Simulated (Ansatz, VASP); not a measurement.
## Two plane-wave programs on Be16CO

INCAR

```
PREC = Accurate ; ENCUT = 520
EDIFF = 1E-6 ; ISMEAR = 0
SIGMA = 0.1 ; LREAL = Auto
LASPH = T ; NELM = 60
ALGO = Normal ; ISIF = 2
LWAVE = F ; LCHARG = F
LDIPOL = T ; IDIPOL = 3
DIPOL = 0.5 0.5 0.313 ; GGA = PE
NBANDS = 36
```

Contents of KPOINTS:

```
Automatic mesh
0
Gamma
  6 6 1
```

POSCAR

```
Be16CO
1.0
    4.5254381410      0.0000000000      0.0000000000
   -2.2627190705      3.9191443934      0.0000000000
    0.0000000000      0.0000000000     23.4761687145
Be C O
16 1 1
Direct
    0.3333333333      0.1666666667      0.1703855535
    0.3333333333      0.6666666667      0.1703855535
    0.8333333333      0.1666666667      0.1703855535
    0.8333333333      0.6666666667      0.1703855535
    0.1666666667      0.3333333333      0.2463521558
    0.1666666667      0.8333333333      0.2463521558
    0.6666666667      0.3333333333      0.2463521558
    0.6666666667      0.8333333333      0.2463521558
    0.3333333333      0.1666666667      0.3241941575
    0.3333333333      0.6666666667      0.3241941575
    0.8333333333      0.1666666667      0.3241941575
    0.8333333333      0.6666666667      0.3241941575
    0.1666666667      0.3333333333      0.4036505628
    0.1666666667      0.8333333333      0.4036505628
    0.6666666667      0.3333333333      0.4036505628
    0.6666666667      0.8333333333      0.4036505628
    0.1666666667      0.3333333333      0.5088636421
    0.2713124495      0.2286875505      0.5438030684
```

Input for Ansatz:

```yaml
crystal:
  lattice:
    - [4.525438141, 0.0, 0.0]
    - [-2.2627190705, 3.9191443934, 0.0]
    - [0.0, 0.0, 23.4761687145]
  atoms:
    - { symbol: Be, position: [0.3333333333, 0.1666666667, 0.1703855535] }
    - { symbol: Be, position: [0.3333333333, 0.6666666667, 0.1703855535] }
    - { symbol: Be, position: [0.8333333333, 0.1666666667, 0.1703855535] }
    - { symbol: Be, position: [0.8333333333, 0.6666666667, 0.1703855535] }
    - { symbol: Be, position: [0.1666666667, 0.3333333333, 0.2463521558] }
    - { symbol: Be, position: [0.1666666667, 0.8333333333, 0.2463521558] }
    - { symbol: Be, position: [0.6666666667, 0.3333333333, 0.2463521558] }
    - { symbol: Be, position: [0.6666666667, 0.8333333333, 0.2463521558] }
    - { symbol: Be, position: [0.3333333333, 0.1666666667, 0.3241941575] }
    - { symbol: Be, position: [0.3333333333, 0.6666666667, 0.3241941575] }
    - { symbol: Be, position: [0.8333333333, 0.1666666667, 0.3241941575] }
    - { symbol: Be, position: [0.8333333333, 0.6666666667, 0.3241941575] }
    - { symbol: Be, position: [0.1666666667, 0.3333333333, 0.4036505628] }
    - { symbol: Be, position: [0.1666666667, 0.8333333333, 0.4036505628] }
    - { symbol: Be, position: [0.6666666667, 0.3333333333, 0.4036505628] }
    - { symbol: Be, position: [0.6666666667, 0.8333333333, 0.4036505628] }
    - { symbol: C, position: [0.1666666667, 0.3333333333, 0.5088636421] }
    - { symbol: O, position: [0.2713124495, 0.2286875505, 0.5438030684] }
basis:
  ecutwfc: 420
kpoints:
  mp_grid: { grid: [6, 6, 1] }
hamiltonian:
  xc: pbe
scf:
  occupations: { method: gaussian, width: 0.1 }
output:
  forces: true
  eigenvalues: true
efield:
  axis: 3
  dipole_correction: true
  ramp_width: 0.04
```

Alike in both runs: task single point; functional PBE; k mesh 6 × 6 × 1; occupations gaussian, width 0.1 eV; no spin polarisation.

|  | VASP | Ansatz |
| --- | --- | --- |
| version | VASP 6.6.1 | Ansatz 0.2.0 |
| potentials or method | VASP PAW PBE potentials, release 64 (Be, C, O), cutoff 520 eV | scalar-relativistic, plane waves, PAW |
| valence electrons in the cell | 42 | 42 |

```tsv
	VASP	Ansatz	Ansatz less VASP
gap on the k mesh at the Fermi level (eV)	none	none	-
rms of the force components (eV/Å)	0.264	0.400	+0.1359
```

Atom by atom the forces differ by 0.152 eV/Å (rms over components). A gap of «none» marks a metal or a gap that the smearing closes. One of these differences is far larger than is usual between the two programs; its cause wasn't traced.

Noted on VASP's run: the standard files for N, O and F lose accuracy on very short bonds.
